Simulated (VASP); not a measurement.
# Mg3SnN2 (P6/mmm) in VASP: notebook

The runs below take Mg3SnN2 through single point, relaxation of cell and atoms, with PBE.

Program: VASP 6.6.1. These are calculated values, not measurements. Logs are shortened: lines on timing, memory, paths and dates and some standing lists are left out, and cuts for length are marked.

## 1. The cell of the first run

Symmetry: P6/mmm, No. 191, hexagonal system. The conventional cell has a = 5.741 Å, b = 5.741 Å, c = 3.023 Å, α = 90.00°, β = 90.00°, γ = 120.00°. Mg (site symmetry mmm) has 4 N at 2.24 Å and 6 Mg at 2.87 to 3.02 Å within 3.1 Å. Sn (site symmetry 6/mmm) has 2 Sn at 3.02 Å and 12 Mg at 3.24 Å and 6 N at 3.31 Å within 4.0 Å. Within 3.1 Å of N (site symmetry -6m2) lie 6 Mg at 2.24 Å and 2 N at 3.02 Å.

The cell was generated, and may not be a known phase.

## 2. Single point, PBE

Input file INCAR:

```
PREC = Accurate
ENCUT = 520
EDIFF = 1E-6
ISMEAR = 0
SIGMA = 0.1
LREAL = False
LASPH = True
NELM = 60
ALGO = Fast
ISIF = 2
LWAVE = False
LCHARG = False
GGA = PE
NBANDS = 24
```

Input file KPOINTS:

```
Automatic mesh
0
Gamma
  6 6 6
```

Input file POSCAR:

```
Mg3SnN2
1.0
    5.7408506684     -0.0000000029      0.0000000000
   -2.8704253317      4.9717225196      0.0000000000
    0.0000000000      0.0000000000      3.0233848460
Mg Sn N
3 1 2
Direct
    0.5000000000      0.0000000000      0.5000000000
    0.5000000000      0.5000000000      0.5000000000
    0.0000000000      0.5000000000      0.5000000000
    0.0000000000      0.0000000000      0.0000000000
    0.3333333333      0.6666666667      0.0000000000
    0.6666666667      0.3333333333      0.0000000000
```

Potentials or basis: VASP PAW PBE potentials, release 64 (Mg, Sn_d, N).

Launch:

```
cat potpaw_PBE.64/Mg/POTCAR potpaw_PBE.64/Sn_d/POTCAR potpaw_PBE.64/N/POTCAR > POTCAR
mpirun -np 1 vasp_std > vasp.out
```

OUTCAR:

```text
PREC = Accurate
   ENCUT = 520
   EDIFF = 1E-6
   ISMEAR = 0
   LREAL = False
   LASPH = True
   NELM = 60
   ISIF = 2
   GGA = PE

 ion  position               nearest neighbor table
   1  0.500  0.000  0.500-   5 2.24   6 2.24   5 2.24   6 2.24   3 2.87   3 2.87   2 2.87   2 2.87
                             4 3.24   4 3.24   4 3.24   4 3.24
   2  0.500  0.500  0.500-   5 2.24   6 2.24   5 2.24   6 2.24   1 2.87   1 2.87   3 2.87   3 2.87
                             4 3.24   4 3.24   4 3.24   4 3.24
   3  0.000  0.500  0.500-   5 2.24   6 2.24   5 2.24   6 2.24   1 2.87   1 2.87   2 2.87   2 2.87
                             4 3.24   4 3.24   4 3.24   4 3.24
   4  0.000  0.000  0.000-   2 3.24   2 3.24   2 3.24   2 3.24   3 3.24   3 3.24   3 3.24   3 3.24
                             1 3.24   1 3.24   1 3.24   1 3.24
   5  0.333  0.667  0.000-   1 2.24   1 2.24   3 2.24   3 2.24   2 2.24   2 2.24
   6  0.667  0.333  0.000-   1 2.24   1 2.24   3 2.24   3 2.24   2 2.24   2 2.24

  LATTYP: Found a hexagonal cell.
 ALAT       =     5.7408506684
 C/A-ratio  =     0.5266440499

  Lattice vectors:

 A1 = (   5.7408506684,  -0.0000000029,   0.0000000000)
 A2 = (  -2.8704253317,   4.9717225196,   0.0000000000)
 A3 = (   0.0000000000,   0.0000000000,   3.0233848460)

Analysis of symmetry for initial positions (statically):
=====================================================================
 Subroutine PRICEL returns:
 Original cell was already a primitive cell.

 Routine SETGRP: Setting up the symmetry group for a
 hexagonal supercell.

 Subroutine GETGRP returns: Found 24 space group operations
 (whereof 24 operations were pure point group operations)
 out of a pool of 24 trial point group operations.

The static configuration has the point symmetry D_6h.

Analysis of symmetry for dynamics (positions and initial velocities):
=====================================================================
 Subroutine PRICEL returns:
 Original cell was already a primitive cell.

 Routine SETGRP: Setting up the symmetry group for a
 hexagonal supercell.

 Subroutine GETGRP returns: Found 24 space group operations
 (whereof 24 operations were pure point group operations)
 out of a pool of 24 trial point group operations.

The dynamic configuration has the point symmetry D_6h.

 Subroutine INISYM returns: Found 24 space group operations
 (whereof 24 operations are pure point group operations),
 and found     1 'primitive' translations

----------------------------------------------------------------------------------------

                                     Primitive cell

  volume of cell :      86.2932

  direct lattice vectors                    reciprocal lattice vectors
     5.740850668 -0.000000003  0.000000000     0.174190213  0.100568766  0.000000000
    -2.870425332  4.971722520  0.000000000     0.000000000  0.201137533  0.000000000
     0.000000000  0.000000000  3.023384846     0.000000000  0.000000000  0.330755114

  length of vectors
     5.740850668  5.740850668  3.023384846     0.201137533  0.201137533  0.330755114

  position of ions in fractional coordinates (direct lattice)
     0.500000000  0.000000000  0.500000000
     0.500000000  0.500000000  0.500000000
     0.000000000  0.500000000  0.500000000
     0.000000000  0.000000000  0.000000000
     0.333333333  0.666666667  0.000000000
     0.666666667  0.333333333  0.000000000

  ion indices of the primitive-cell ions
   primitive index   ion index
                 1           1
                 2           2
                 3           3
                 4           4
                 5           5
                 6           6

----------------------------------------------------------------------------------------

 KPOINTS: Automatic mesh

Automatic generation of k-mesh.
 Grid dimensions read from file:
 generate k-points for:    6    6    6

 Generating k-lattice:

  Cartesian coordinates                     Fractional coordinates (reciprocal lattice)
     0.029031702  0.016761461  0.000000000     0.166666667 -0.000000000  0.000000000
     0.000000000  0.033522922  0.000000000     0.000000000  0.166666667  0.000000000
     0.000000000  0.000000000  0.055125852     0.000000000  0.000000000  0.166666667

  Length of vectors
     0.033522922  0.033522922  0.055125852

  Shift w.r.t. Gamma in fractional coordinates (k-lattice)
     0.000000000  0.000000000  0.000000000

 Subroutine IBZKPT returns following result:
 ===========================================

 Found     28 irreducible k-points:

 Following reciprocal coordinates:
            Coordinates               Weight
  0.000000  0.000000  0.000000      1.000000
  0.166667 -0.000000  0.000000      6.000000
  0.333333  0.000000  0.000000      6.000000
  0.500000  0.000000  0.000000      3.000000
  0.166667  0.166667  0.000000      6.000000
  0.333333  0.166667  0.000000     12.000000
[... 16 lines left out ...]
  0.166667 -0.000000  0.500000      6.000000
  0.333333  0.000000  0.500000      6.000000
 [... further k-points ...]
   k-points           NKPTS =     28   k-points in BZ     NKDIM =     28   number of bands    NBANDS=     24
   number of dos      NEDOS =    301   number of ions     NIONS =      6
   total plane-waves  NPLWV =  55296
   dimension x,y,z NGX =    48 NGY =   48 NGZ =   24
   dimension x,y,z NGXF=    96 NGYF=   96 NGZF=   48
   ions per type =               3   1   2
   NGX,Y,Z   is equivalent  to a cutoff of  13.90, 13.90, 13.20 a.u.
   NGXF,Y,Z  is equivalent  to a cutoff of  27.80, 27.80, 26.39 a.u.
 SYSTEM =  unknown system
   PREC   = accura    normal or accurate (medium, high low for compatibility)
   ISTART =      0    job   : 0-new  1-cont  2-samecut
   ICHARG =      2    charge: 1-file 2-atom 10-const
   ISPIN  =      1    spin polarized calculation?
   LNONCOLLINEAR =      F non collinear calculations
   LSORBIT =      F    spin-orbit coupling
   LASPH  =      T    aspherical Exc in radial PAW
   ENCUT  =  520.0 eV  38.22 Ry    6.18 a.u.  10.67 10.67  5.62*2*pi/ulx,y,z
   NELM   =     60;   NELMIN=  2; NELMDL= -5     # of ELM steps
   EDIFF  = 0.1E-05   stopping-criterion for ELM
   LREAL  =      F    real-space projection
   EDIFFG = 0.1E-04   stopping-criterion for IOM
   NSW    =      0    number of steps for IOM
   IBRION =     -1    ionic relax: 0-MD 1-quasi-New 2-CG
   NFREE  =      0    steps in history (QN), initial steepest desc. (CG)
   ISIF   =      2    stress and relaxation
   ISYM   =      2    0-nonsym 1-usesym 2-fastsym
   POTIM  = 0.5000    time-step for ionic-motion
   TEBEG  =    0.0;   TEEND  =   0.0 temperature during run
   PSTRESS=    0.0 pullay stress
   NELECT =      30.0000    total number of electrons
   NUPDOWN=      -1.0000    fix difference up-down
   EMIN   =  10.00;   EMAX   =-10.00  energy-range for DOS
   EFERMI =   0.00;   METHOD = LEGACY
   ISMEAR =     0;   SIGMA  =   0.10  broadening in eV -4-tet -1-fermi 0-gaus
   EFERMI_NEDOS =   21; number of points for ismear=-14 and -15
   IALGO  =     68    algorithm
   IMIX   =      4    mixing-type and parameters
     AMIX     =   0.40;   BMIX     =  1.00
     AMIX_MAG =   1.60;   BMIX_MAG =  1.00
  volume/ion in A,a.u.               =      14.38        97.06
  Fermi-wavevector in a.u.,A,eV,Ry     =   1.151127  2.175314 18.028975  1.325092
  Thomas-Fermi vector in A             =   2.287786
   LORBIT       =      0    0 simple, 1 ext, 2 COOP (PROOUT), +10 PAW based schemes
   GGA     = PE    functional components
   LHFCALC =     F    Hartree Fock is set to
   AEXX    =    0.0000 exact exchange contribution
   IVDW    =     0    specifies the selected vdW correction
   LEPSILON=     F    determine dielectric tensor
   LRPA    =     F    only Hartree local field effects (RPA)
 non-spin polarized calculation
 RMM-DIIS sequential band-by-band and
 Gauss-broadening in eV      SIGMA  =   0.10
  energy-cutoff  :      520.00
  volume of cell :       86.29
 maximum number of plane-waves:      2364
 NGX is ok and might be reduce to    48
   NGX = 21   NGY = 21   NGZ = 11

 number of electron      30.0000007 magnetization

 Free energy of the ion-electron system (eV)
  ---------------------------------------------------
  ext. energy  EPLUGINS =         0.00000000
  ---------------------------------------------------
  free energy    TOTEN  =       -26.65812656 eV

  energy without entropy =      -26.65146140  energy(sigma->0) =      -26.65479398

 E-fermi :   5.7258     XC(G=0): -10.3537

 val. band max:        5.6725978170   @ k =   0.1667  -0.0000   0.1667
 cond. band min:       5.7724312152   @ k =   0.3333   0.1667   0.0000
 fundamental gap:      0.0998333982
 Fermi energy:         5.7257525524

 k-point     1 :       0.0000    0.0000    0.0000
  band No.  band energies     occupation
      1     -15.9132      2.00000
      2     -15.7839      2.00000
      3     -15.7839      2.00000
      4     -15.6663      2.00000
      5     -15.6663      2.00000
      6      -8.3885      2.00000
[... 16 lines left out ...]
     23      15.6337      0.00000
     24      15.6343      0.00000

 k-point     2 :       0.1667   -0.0000    0.0000
  band No.  band energies     occupation
      1     -15.9131      2.00000
      2     -15.7840      2.00000
      3     -15.7837      2.00000
      4     -15.6663      2.00000
      5     -15.6663      2.00000
      6      -8.3213      2.00000
[... 16 lines left out ...]
     23      13.9970      0.00000
     24      15.5906      0.00000

 k-point     3 :       0.3333    0.0000    0.0000
  band No.  band energies     occupation
      1     -15.9128      2.00000
      2     -15.7842      2.00000
      3     -15.7832      2.00000
      4     -15.6663      2.00000
      5     -15.6663      2.00000
      6      -8.1464      2.00000
[... 16 lines left out ...]
     23      14.0051      0.00000
     24      15.0973      0.00000
[... 514 lines left out ...]
 k-point    23 :       0.1667   -0.0000    0.5000
  band No.  band energies     occupation
      1     -15.8100      2.00000
      2     -15.8099      2.00000
      3     -15.7666      2.00000
      4     -15.7664      2.00000
      5     -15.5307      2.00000
      6      -7.2003      2.00000
[... 16 lines left out ...]
     23      13.9088      0.00000
     24      14.5401      0.00000

 k-point    24 :       0.3333    0.0000    0.5000
  band No.  band energies     occupation
      1     -15.8103      2.00000
      2     -15.8100      2.00000
      3     -15.7668      2.00000
      4     -15.7662      2.00000
      5     -15.5303      2.00000
      6      -7.1051      2.00000
[... 16 lines left out ...]
     23      13.2515      0.00000
     24      14.8579      0.00000

 [... further k-points ...]
[... 5 lines left out ...]
  --------------------------------------------------------------------------------------
  -------------------------------------------------------------------------------------
  Total       -0.1594387     -0.1594387     -0.1994723      0.0000000     -0.0000000      0.0000000
  in kB       -2.9602454     -2.9602454     -3.7035360      0.0000000     -0.0000000      0.0000000
  external PRESSURE =      -3.2080089 kB  Pullay stress =       0.0000000 kB

 VOLUME and BASIS-vectors are now :
 -----------------------------------------------------------------------------
  energy-cutoff  :      520.00
  volume of cell :       86.29
      direct lattice vectors                 reciprocal lattice vectors
     5.740850668 -0.000000003  0.000000000     0.174190213  0.100568766  0.000000000
    -2.870425332  4.971722520  0.000000000     0.000000000  0.201137533  0.000000000
     0.000000000  0.000000000  3.023384846     0.000000000  0.000000000  0.330755114

 POSITION                                       TOTAL-FORCE (eV/Angst)
 -----------------------------------------------------------------------------------
      2.87043     -0.00000      1.51169         0.000000      0.000000      0.000000
      1.43521      2.48586      1.51169         0.000000      0.000000      0.000000
     -1.43521      2.48586      1.51169         0.000000      0.000000      0.000000
      0.00000      0.00000      0.00000         0.000000      0.000000      0.000000
      0.00000      3.31448      0.00000         0.000000     -0.000000     -0.000000
      2.87043      1.65724      0.00000        -0.000000      0.000000      0.000000
 -----------------------------------------------------------------------------------
    total drift:                               -0.000000      0.000000      0.000000

  FREE ENERGIE OF THE ION-ELECTRON SYSTEM (eV)
  ---------------------------------------------------
  free  energy   TOTEN  =       -26.6581265625 eV

  energy  without entropy=      -26.6514614021  energy(sigma->0) =      -26.65479398
```

Wall time 83 s (1 thread of Oxide Virtual Turin-like, shared host); peak memory 0.22 GiB.

Results:

```yaml
Free_energy: -26.6581 eV
Pressure: -0.3 GPa
Band_gap_on_the_k_mesh: zero (bands 15 and 16 overlap by 0.79 eV)
```

Levels at points of the mesh, in eV from the Fermi level:
```csv
k point,band 11,band 12,band 13,band 14,band 15,band 16,band 17,band 18,band 19,band 20
"(0.00, 0.00, 0.00)",-4.09,-4.09,-0.77,-0.59,0.42,0.42,3.10,6.09,6.09,6.85
"(0.50, 0.00, 0.00)",-2.82,-1.94,-0.89,-0.69,-0.64,-0.19,3.10,5.38,5.97,6.38
"(0.00, 0.00, 0.50)",-2.87,-2.87,-2.81,-2.14,-2.14,2.11,2.11,2.27,2.27,3.84
"(0.50, 0.00, 0.50)",-3.64,-3.53,-1.95,-1.51,-1.15,1.40,1.67,2.42,2.91,5.41
```

Caveat: spin-orbit coupling is left out, which moves the levels of the heavy elements.

## 3. Single point, PBE

This run uses another cell than the first one, of 15.71 Å³/atom.

Input file INCAR:

```
SYSTEM = Mg3SnN2
PREC = Accurate ; ENCUT = 520
EDIFF = 1E-6 ; ISMEAR = 0
SIGMA = 0.1 ; LREAL = .FALSE.
LASPH = .TRUE. ; NELM = 100
ALGO = Fast ; ISIF = 2
LWAVE = .FALSE. ; LCHARG = .FALSE.
GGA = PE ; NBANDS = 24
```

Input file KPOINTS:

```
Automatic mesh
0
G
  6 6 6
  0 0 0
```

Input file POSCAR:

```
Mg3SnN2
1.0
    5.7487530500      0.0000000000      0.0000000000
   -2.8743765200      4.9785661800      0.0000000000
    0.0000000000      0.0000000000      3.2931495000
Mg Sn N
3 1 2
Direct
    0.5000000000      0.0000000000      0.5000000000
    0.5000000000      0.5000000000      0.5000000000
    0.0000000000      0.5000000000      0.5000000000
    0.0000000000      0.0000000000      0.0000000000
    0.3333333300      0.6666666700      0.0000000000
    0.6666666700      0.3333333300      0.0000000000
```

Potentials or basis: VASP PAW PBE potentials, release 64 (Mg, Sn_d, N).

Launch:

```
cat potpaw_PBE.64/Mg/POTCAR potpaw_PBE.64/Sn_d/POTCAR potpaw_PBE.64/N/POTCAR > POTCAR
mpirun -np 1 vasp_std > vasp.out
```

OUTCAR:

```text
SYSTEM = Mg3SnN2
   PREC = Accurate
   ENCUT = 520
   EDIFF = 1E-6
   ISMEAR = 0
   LREAL = .FALSE.
   LASPH = .TRUE.
   NELM = 100
   ISIF = 2
   GGA = PE

 ion  position               nearest neighbor table
   1  0.500  0.000  0.500-   5 2.34   6 2.34   5 2.34   6 2.34   2 2.87   2 2.87   3 2.87   3 2.87
                             4 3.31   4 3.31   4 3.31   4 3.31
   2  0.500  0.500  0.500-   5 2.34   6 2.34   5 2.34   6 2.34   1 2.87   1 2.87   3 2.87   3 2.87
                             4 3.31   4 3.31   4 3.31   4 3.31
   3  0.000  0.500  0.500-   5 2.34   6 2.34   5 2.34   6 2.34   2 2.87   2 2.87   1 2.87   1 2.87
                             4 3.31   4 3.31   4 3.31   4 3.31
   4  0.000  0.000  0.000-   3 3.31   3 3.31   3 3.31   3 3.31   1 3.31   1 3.31   1 3.31   1 3.31
[... 861 lines left out ...]
  Total       -0.2585761     -0.2585761    -13.5257539     -0.0000000     -0.0000000      0.0000000
  in kB       -4.3955128     -4.3955128   -229.9231378     -0.0000000     -0.0000000      0.0000000
  external PRESSURE =     -79.5713878 kB  Pullay stress =       0.0000000 kB

 VOLUME and BASIS-vectors are now :
 -----------------------------------------------------------------------------
  energy-cutoff  :      520.00
  volume of cell :       94.25
      direct lattice vectors                 reciprocal lattice vectors
     5.748753050  0.000000000  0.000000000     0.173950767  0.100430522  0.000000000
    -2.874376520  4.978566180  0.000000000     0.000000000  0.200861044  0.000000000
     0.000000000  0.000000000  3.293149500     0.000000000  0.000000000  0.303660675

 POSITION                                       TOTAL-FORCE (eV/Angst)
 -----------------------------------------------------------------------------------
      2.87438      0.00000      1.64657        -0.000000      0.000000     -0.000000
      1.43719      2.48928      1.64657        -0.000000      0.000000     -0.000000
     -1.43719      2.48928      1.64657        -0.000000      0.000000     -0.000000
      0.00000      0.00000      0.00000        -0.000000      0.000000     -0.000000
     -0.00000      3.31904      0.00000        -0.000000      0.000000      0.000000
      2.87438      1.65952      0.00000         0.000000     -0.000000     -0.000000
 -----------------------------------------------------------------------------------
    total drift:                               -0.000000      0.000000     -0.000000

  FREE ENERGIE OF THE ION-ELECTRON SYSTEM (eV)
  ---------------------------------------------------
  free  energy   TOTEN  =       -26.0390795572 eV

  energy  without entropy=      -26.0326909182  energy(sigma->0) =      -26.03588524
```

It took 75 s on 1 thread of Oxide Virtual Turin-like, shared host; peak memory 0.23 GiB.

What came out:

```yaml
Free_energy: -26.0391 eV
Pressure: -8.0 GPa
Band_gap_on_the_k_mesh: zero (bands 15 and 16 overlap by 0.73 eV)
```

Stress tensor (GPa, compression positive):
```
 -0.44   0.00   0.00
  0.00  -0.44   0.00
  0.00   0.00 -22.99
```

Levels at points of the mesh, in eV from the Fermi level:
```
           k point  band 11  band 12  band 13  band 14  band 15  band 16  band 17  band 18  band 19  band 20
(0.00, 0.00, 0.00)    -3.91    -3.91    -1.72    -1.36     0.46     0.46     1.69     4.84     4.93     5.47
(0.50, 0.00, 0.00)    -2.68    -1.80    -1.57    -1.47    -0.86    -0.09     2.34     4.40     4.56     4.99
(0.00, 0.00, 0.50)    -2.96    -2.96    -2.71    -2.28    -2.28     1.45     1.45     1.90     1.90     2.95
(0.50, 0.00, 0.50)    -3.67    -3.66    -2.08    -1.74    -1.21     0.66     1.22     1.99     2.28     4.77
```

Caveat: the stress differs along the axes, from -23 to -0 GPa; spin-orbit coupling is left out, which moves the levels of the heavy elements.

## 4. Single point, PBE

Input file INCAR:

```
SYSTEM = Mg3SnN2
PREC = Accurate
ENCUT = 520
EDIFF = 1E-6
ISMEAR = 0
SIGMA = 0.1
LREAL = .False.
LASPH = .True.
NELM = 100
ALGO = Fast
ISIF = 2
LWAVE = .False.
LCHARG = .False.
GGA = PE
NBANDS = 24
```

Input file KPOINTS:

```
Automatic mesh
0
Gamma
  12 12 12
  0 0 0
```

Input file POSCAR:

```
Mg3SnN2
1.0
    5.7686545770      0.0000000000      0.0000000000
   -2.8843272885      4.9958014093      0.0000000000
    0.0000000000      0.0000000000      2.9890982738
Mg Sn N
3 1 2
Direct
    0.5000000000      0.0000000000      0.5000000000
    0.5000000000      0.5000000000      0.5000000000
    0.0000000000      0.5000000000      0.5000000000
    0.0000000000      0.0000000000      0.0000000000
    0.3333333333      0.6666666667      0.0000000000
    0.6666666667      0.3333333333      0.0000000000
```

Launch:

```
cat potpaw_PBE.64/Mg/POTCAR potpaw_PBE.64/Sn_d/POTCAR potpaw_PBE.64/N/POTCAR > POTCAR
mpirun -np 1 vasp_std > vasp.out
```

Wall time 6.8 min (1 thread of Oxide Virtual Turin-like, shared host); peak memory 0.39 GiB.

It converged, with:

| Quantity | Value |
| --- | --- |
| Free energy | -26.6705 eV |
| Pressure | -0.3 GPa |
| Band gap on the k mesh | zero (bands 15 and 16 overlap by 1.04 eV) |

Levels at points of the mesh, in eV from the Fermi level:
```csv
k point,band 12,band 13,band 14,band 15,band 16,band 17,band 18,band 19
"(0.00, 0.00, 0.00)",-4.12,-0.56,-0.40,0.36,0.36,3.13,6.07,6.07
"(0.50, 0.00, 0.00)",-1.94,-0.94,-0.49,-0.45,-0.28,3.09,5.31,5.98
"(0.00, 0.00, 0.50)",-2.80,-2.80,-2.08,-2.08,2.16,2.16,2.26,2.26
"(0.50, 0.00, 0.50)",-3.45,-1.90,-1.49,-1.11,1.47,1.67,2.40,2.94
```

Caveat: spin-orbit coupling is left out, which moves the levels of the heavy elements.

[end of part 1 of 2]

The gap in the log of VASP goes by the Fermi energy; the results here count the filled bands.